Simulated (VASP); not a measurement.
Wanted: the native input for a VASP 6.6.1 run.

* Task: single point
* Functional: PBEsol
* Potentials or basis: VASP PAW PBE potentials, release 64 (Mn_pv, As)
* Cutoff: 520 eV
* k mesh: 10 × 10 × 6
* Occupations: fermi-dirac, width 0.1 eV
* Spin: collinear spin, ferromagnetic start
* Starting moments: [2.4, 2.4, 0.0, 0.0] μB
* Dipole correction: no
* Further INCAR settings: ALGO = Normal; EDIFF = 1e-07; NBANDS = 30

The structure of MnAs lies in POSCAR:

```
MnAs
1.0
    3.5707637208      0.0000000000      0.0000000000
   -1.7853818604      3.0923720931      0.0000000000
    0.0000000000      0.0000000000      5.3362913065
Mn As
2 2
Direct
    0.0000000000      0.0000000000      0.0000000000
    0.0000000000      0.0000000000      0.5000000000
    0.3333333333      0.6666666667      0.2500000000
    0.6666666667      0.3333333333      0.7500000000
```

The input as run:

INCAR

```
SYSTEM = MnAs
PREC = Accurate
ENCUT = 520
EDIFF = 1E-7
ISMEAR = -1
SIGMA = 0.1
LREAL = .False.
LASPH = .True.
NELM = 150
ALGO = Normal
ISIF = 2
LWAVE = .False.
LCHARG = .False.
ISPIN = 2
MAGMOM = 2.4 2.4 0 0
LORBIT = 11
LMAXMIX = 4
GGA = PS
NBANDS = 30
```

KPOINTS

```
Automatic mesh
0
Gamma
  10 10 6
  0 0 0
```

Potentials or basis: VASP PAW PBE potentials, release 64 (Mn_pv, As).

Run with:

```console
$ cat potpaw_PBE.64/Mn_pv/POTCAR potpaw_PBE.64/As/POTCAR > POTCAR
$ mpirun -np 1 vasp_std > vasp.out
```

Results of the run:

```json
{"Pressure": "0.3 GPa", "Net moment": "4.80 μB per cell", "Site moments": "Mn +2.45; As -0.09 μB", "Valence electrons inside the program's atomic spheres": "Mn 11.82; As 2.85"}
```

Caveat: the PAW data sets were made with another functional, which shifts forces and pressure a little; the run started ferromagnetic, and an antiferromagnetic order may lie lower in energy.

Run time: 4.6 min on 1 thread of Intel Xeon 8259CL, on a shared host, peak memory 0.3 GiB.
